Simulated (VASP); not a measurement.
# TiO2: single point with PBE+U

TiO2:

```
Ti O
1.0
     5.01161    0.00000    0.00000
     0.00000    5.01161    0.00000
     0.00000    0.00000    3.12664
Ti O
2 4
Direct
  0.00000 0.00000 0.00000
  0.50000 0.50000 0.50000
  0.30565 0.30565 0.00000
  0.19435 0.80565 0.50000
  0.69435 0.69435 0.00000
  0.80565 0.19435 0.50000
```

This cell differs from its parent crystal: strain +0.080 along x and y, +0.040 along z.

| Quantity | Value |
| --- | --- |
| Program | VASP 6.6.1 |
| Task | single point |
| Functional | PBE |
| Potentials or basis | VASP PAW PBE potentials, release 64 (Ti_sv, O) |
| Cutoff | 520 eV |
| k mesh | 6 × 6 × 10 |
| Occupations | gaussian, width 0.05 eV |
| Spin | no spin polarisation |
| Hubbard terms | Ti d U = 4.0 eV |

```yaml
Pressure: -25.8 GPa
Largest_force: 0.802 eV/Å
Band_gap_on_the_k_mesh: 1.82 eV (least direct gap 1.85 eV)
```

Forces on the atoms (eV/Å):
```
Ti   0.000  0.000  0.000
Ti   0.000  0.000  0.000
O    0.567  0.567  0.000
O   -0.567  0.567  0.000
O   -0.567 -0.567  0.000
O    0.567 -0.567  0.000
```

Stress tensor (GPa, compression positive):
```
-25.36   0.00   0.00
  0.00 -25.36   0.00
  0.00   0.00 -26.60
```

Levels at points of the mesh, in eV from the valence-band top:
```csv
k point,band 20,band 21,band 22,band 23,band 24,band 25,band 26,band 27,band 28,band 29
"(0.00, 0.00, 0.00)",-1.67,-0.70,-0.42,-0.42,0.00,1.85,1.97,2.33,2.34,2.34
"(0.50, 0.00, 0.00)",-2.36,-1.32,-1.32,-0.56,-0.56,2.28,2.28,2.64,2.64,3.08
"(0.50, 0.50, 0.00)",-1.54,-1.17,-1.17,-1.01,-1.01,1.82,1.82,2.35,2.35,3.24
"(0.00, 0.00, 0.50)",-2.56,-1.51,-1.51,-1.25,-1.25,2.56,2.56,2.95,2.95,3.06
"(0.50, 0.00, 0.50)",-2.17,-1.56,-1.56,-0.74,-0.74,1.92,1.92,2.93,2.93,3.18
"(0.50, 0.50, 0.50)",-2.54,-0.84,-0.84,-0.69,-0.69,2.36,2.36,2.79,2.79,3.00
```

Eigenvalues of the final occupation matrices:
```
    site  spin  trace               eigenvalues
site 1 d     1   0.70  0.07 0.09 0.09 0.20 0.25
site 1 d     2   0.70  0.07 0.09 0.09 0.20 0.25
site 2 d     1   0.70  0.07 0.09 0.09 0.20 0.25
site 2 d     2   0.70  0.07 0.09 0.09 0.20 0.25
```

It took 3.3 min on 1 thread of Intel(R) Xeon(R) Platinum 8488C (Sapphire Rapids), with other jobs on the host, peak memory 0.26 GiB.

Caveat: the cell differs from its parent crystal (strain +0.080 along x and y, +0.040 along z); the cell stands under tension. A k mesh can miss the band edges.
